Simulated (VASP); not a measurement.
SiO2, 18 atoms in the cell. It takes space group P6_522 (No. 179, hexagonal). Conventional cell: a = 7.298 Å, b = 7.298 Å, c = 7.016 Å, α = 90.00°, β = 90.00°, γ = 120.00°. Within 2.1 Å of Si (site symmetry 2) lie 4 O at 1.60 Å. O (site symmetry 2) has 2 Si at 1.60 Å within 2.1 Å. Within 2.1 Å of O (site symmetry 2) lie 2 Si at 1.60 Å. 

* Program: VASP 6.6.1
* Task: single point
* Functional: r2SCAN
* Potentials or basis: VASP PAW PBE potentials, release 64 (Si, O)
* Cutoff: 660 eV
* k mesh: 6 × 6 × 4
* Occupations: gaussian, width 0.02 eV
* Spin: no spin polarisation
* Dipole correction: no
* Further INCAR settings: ALGO = Normal; EDIFF = 1e-06; NBANDS = 63

Potentials or basis: VASP PAW PBE potentials, release 64 (Si, O).

Run with:

```sh
$ cat potpaw_PBE.64/Si/POTCAR potpaw_PBE.64/O/POTCAR > POTCAR
$ cp INCAR.step1 INCAR
$ mpirun -np 1 vasp_std > vasp.out
$ cp INCAR.step2 INCAR
$ mpirun -np 1 vasp_std > vasp.out
```

Hardware: 1 thread of Intel(R) Xeon(R) Platinum 8488C (Sapphire Rapids), on a shared host.

Question: Estimate the wall time of this run.

Answer: Wall time 46 min on 1 thread of Intel(R) Xeon(R) Platinum 8488C (Sapphire Rapids), with other jobs on the host, peak memory 0.85 GiB. Counts: k points 21.
